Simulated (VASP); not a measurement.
# Rb (Fm-3m) in VASP: single point with PBE

Aim: the single point of Rb with PBE.

Everything below comes from runs of VASP 6.6.1. Logs are shortened: lines on timing, memory, paths and dates and some standing lists are left out, and cuts for length are marked.

### 1 The cell of the first run

It takes space group Fm-3m (No. 225, cubic). The conventional cell has a = 5.360 Å, b = 5.360 Å, c = 5.360 Å, α = 90.00°, β = 90.00°, γ = 90.00°. Rb (site symmetry m-3m) has 12 Rb at 3.79 Å within 5.0 Å.

This isn't the form of Rb at room conditions, which is bcc.

### 2 Single point, PBE (38.50 Å³/atom)

The input, INCAR:

```
PREC = Accurate
ENCUT = 500
EDIFF = 1E-6
ISMEAR = -1
SIGMA = 0.08
LREAL = F
LASPH = T
NELM = 120
ALGO = Normal
ISIF = 2
LWAVE = F
LCHARG = T
GGA = PE
LELF = T
LVHAR = T
NBANDS = 10
GGA_COMPAT = F
```

The input, KPOINTS:

```
Automatic mesh
0
Gamma
  12 12 12
```

The input, POSCAR:

```
Rb
1.0
    0.0000000000      2.6800226014      2.6800226014
    2.6800226014      0.0000000000      2.6800226014
    2.6800226014      2.6800226014      0.0000000000
Rb
1
Direct
    0.0000000000      0.0000000000      0.0000000000
```

Potentials or basis: VASP PAW PBE potentials, release 64 (Rb_sv).

The run is started by

```console
$ cat potpaw_PBE.64/Rb_sv/POTCAR > POTCAR
$ mpirun -np 1 vasp_std > vasp.out
```

OUTCAR:

```text
PREC = Accurate
   ENCUT = 500
   EDIFF = 1E-6
   ISMEAR = -1
   LREAL = F
   LASPH = T
   NELM = 120
   ISIF = 2
   GGA = PE

 ion  position               nearest neighbor table
   1  0.000  0.000  0.000-

  LATTYP: Found a face centered cubic cell.
 ALAT       =     5.3600452028

  Lattice vectors:

 A1 = (   0.0000000000,   2.6800226014,   2.6800226014)
 A2 = (   2.6800226014,   0.0000000000,   2.6800226014)
 A3 = (   2.6800226014,   2.6800226014,   0.0000000000)

Analysis of symmetry for initial positions (statically):
=====================================================================
 Subroutine PRICEL returns:
 Original cell was already a primitive cell.

 Routine SETGRP: Setting up the symmetry group for a
 face centered cubic supercell.

 Subroutine GETGRP returns: Found 48 space group operations
 (whereof 48 operations were pure point group operations)
 out of a pool of 48 trial point group operations.

The static configuration has the point symmetry O_h .

Analysis of symmetry for dynamics (positions and initial velocities):
=====================================================================
 Subroutine PRICEL returns:
 Original cell was already a primitive cell.

 Routine SETGRP: Setting up the symmetry group for a
 face centered cubic supercell.

 Subroutine GETGRP returns: Found 48 space group operations
 (whereof 48 operations were pure point group operations)
 out of a pool of 48 trial point group operations.

The dynamic configuration has the point symmetry O_h .

 Subroutine INISYM returns: Found 48 space group operations
 (whereof 48 operations are pure point group operations),
 and found     1 'primitive' translations

----------------------------------------------------------------------------------------

                                     Primitive cell

  volume of cell :      38.4986

  direct lattice vectors                    reciprocal lattice vectors
     0.000000000  2.680022601  2.680022601    -0.186565591  0.186565591  0.186565591
     2.680022601  0.000000000  2.680022601     0.186565591 -0.186565591  0.186565591
     2.680022601  2.680022601  0.000000000     0.186565591  0.186565591 -0.186565591

  length of vectors
     3.790124310  3.790124310  3.790124310     0.323141082  0.323141082  0.323141082
[... 79 lines left out ...]
   EDIFF  = 0.1E-05   stopping-criterion for ELM
   LREAL  =      F    real-space projection
   EDIFFG = 0.1E-04   stopping-criterion for IOM
   NSW    =      0    number of steps for IOM
   IBRION =     -1    ionic relax: 0-MD 1-quasi-New 2-CG
   NFREE  =      0    steps in history (QN), initial steepest desc. (CG)
   ISIF   =      2    stress and relaxation
   ISYM   =      2    0-nonsym 1-usesym 2-fastsym
   POTIM  = 0.5000    time-step for ionic-motion
   TEBEG  =    0.0;   TEEND  =   0.0 temperature during run
   PSTRESS=    0.0 pullay stress
   NELECT =       9.0000    total number of electrons
   NUPDOWN=      -1.0000    fix difference up-down
   EMIN   =  10.00;   EMAX   =-10.00  energy-range for DOS
   EFERMI =   0.00;   METHOD = LEGACY
   ISMEAR =    -1;   SIGMA  =   0.08  broadening in eV -4-tet -1-fermi 0-gaus
   EFERMI_NEDOS =   21; number of points for ismear=-14 and -15
   IALGO  =     38    algorithm
   IMIX   =      4    mixing-type and parameters
     AMIX     =   0.40;   BMIX     =  1.00
     AMIX_MAG =   1.60;   BMIX_MAG =  1.00
  volume/ion in A,a.u.               =      38.50       259.80
  Fermi-wavevector in a.u.,A,eV,Ry     =   1.008495  1.905780 13.837979  1.017063
  Thomas-Fermi vector in A             =   2.141366
   LORBIT       =      0    0 simple, 1 ext, 2 COOP (PROOUT), +10 PAW based schemes
   GGA     = PE    functional components
   LHFCALC =     F    Hartree Fock is set to
   AEXX    =    0.0000 exact exchange contribution
   IVDW    =     0    specifies the selected vdW correction
   LEPSILON=     F    determine dielectric tensor
   LRPA    =     F    only Hartree local field effects (RPA)
 non-spin polarized calculation
  energy-cutoff  :      500.00
  volume of cell :       38.50
 maximum number of plane-waves:      1002
   NGX = 13   NGY = 13   NGZ = 13

 number of electron       9.0000000 magnetization

 Free energy of the ion-electron system (eV)
  ---------------------------------------------------
  ext. energy  EPLUGINS =         0.00000000
  ---------------------------------------------------
  free energy    TOTEN  =        -0.03466481 eV

  energy without entropy =       -0.01357494  energy(sigma->0) =       -0.02411988

 E-fermi :   3.0583     XC(G=0):  -8.0735

 val. band max:        3.0096229822   @ k =   0.5000   0.3333   0.0000
 cond. band min:       3.0683165582   @ k =  -0.4167   0.4167   0.0833
 fundamental gap:      0.0586935759
 Fermi energy:         3.0583378271

 k-point     1 :       0.0000    0.0000    0.0000
  band No.  band energies     occupation
      1     -26.0871      2.00000
      2      -9.6087      2.00000
      3      -9.6087      2.00000
      4      -9.6087      2.00000
      5       0.0483      2.00000
      6       7.1279      0.00000
      7       7.1279      0.00000
      8       7.1279      0.00000
      9       9.7225      0.00000
     10       9.7225      0.00000
[... 287 lines left out ...]
 k-point    24 :      -0.4167    0.1667    0.0000
  band No.  band energies     occupation
      1     -25.9165      2.00000
      2     -10.7453      2.00000
      3      -9.9952      2.00000
      4      -9.7994      2.00000
      5       3.4252      0.02019
      6       4.7195      0.00000
      7       6.1380      0.00000
      8       7.2988      0.00000
      9      10.9650      0.00000
     10      11.4977      0.00000

 [... further k-points ...]

------------------------ aborting loop because EDIFF is reached ----------------------------------------

  FORCE on cell =-STRESS in cart. coord.  units (eV):
  Direction    XX          YY          ZZ          XY          YZ          ZX
  --------------------------------------------------------------------------------------
  -------------------------------------------------------------------------------------
  Total        2.3964784      2.3964784      2.3964784      0.0000000      0.0000000      0.0000000
  in kB       99.7329645     99.7329645     99.7329645      0.0000000      0.0000000      0.0000000
  external PRESSURE =      99.7329645 kB  Pullay stress =       0.0000000 kB

 VOLUME and BASIS-vectors are now :
 -----------------------------------------------------------------------------
  energy-cutoff  :      500.00
  volume of cell :       38.50
      direct lattice vectors                 reciprocal lattice vectors
     0.000000000  2.680022601  2.680022601    -0.186565591  0.186565591  0.186565591
     2.680022601  0.000000000  2.680022601     0.186565591 -0.186565591  0.186565591
     2.680022601  2.680022601  0.000000000     0.186565591  0.186565591 -0.186565591

 POSITION                                       TOTAL-FORCE (eV/Angst)
 -----------------------------------------------------------------------------------
      0.00000      0.00000      0.00000         0.000000      0.000000     -0.000000
 -----------------------------------------------------------------------------------
    total drift:                               -0.000000     -0.000000     -0.000000

  FREE ENERGIE OF THE ION-ELECTRON SYSTEM (eV)
  ---------------------------------------------------
  free  energy   TOTEN  =        -0.0346648112 eV

  energy  without entropy=       -0.0135749431  energy(sigma->0) =       -0.02411988
```

OSZICAR:

```text
N       E                     dE             d eps       ncg     rms          rms(c)
DAV:   1     0.332323536394E+02    0.33232E+02   -0.40294E+03  1440   0.720E+02
DAV:   2     0.127867691486E+01   -0.31954E+02   -0.31047E+02  1750   0.133E+02
DAV:   3    -0.839177042883E-02   -0.12871E+01   -0.12792E+01  1798   0.246E+01
DAV:   4    -0.471020759092E-01   -0.38710E-01   -0.38504E-01  1892   0.360E+00
DAV:   5    -0.482268084035E-01   -0.11247E-02   -0.11245E-02  1872   0.487E-01    0.314E+00
DAV:   6    -0.357072937427E-01    0.12520E-01   -0.22673E-02  1668   0.857E-01    0.201E+00
DAV:   7    -0.347665573822E-01    0.94074E-03   -0.31174E-02  2014   0.104E+00    0.349E-01
DAV:   8    -0.346669677110E-01    0.99590E-04   -0.24503E-03  1614   0.355E-01    0.258E-02
DAV:   9    -0.346647579713E-01    0.22097E-05   -0.88461E-05  1834   0.607E-02    0.191E-02
DAV:  10    -0.346648112404E-01   -0.53269E-07   -0.87043E-06  1772   0.201E-02
   1 F= -.34664811E-01 E0= -.24119877E-01  d E =-.210899E-01
```

Run time: 22 s. Hardware: 1 thread of Intel Xeon 8259CL, shared host; peak memory 0.17 GiB.

Results:

- Free energy: -0.0347 eV
- Pressure: 10.0 GPa
- Band gap on the k mesh: zero (an odd number of electrons rules out a gap without spin polarisation)

Caveat: the cell stands under pressure.
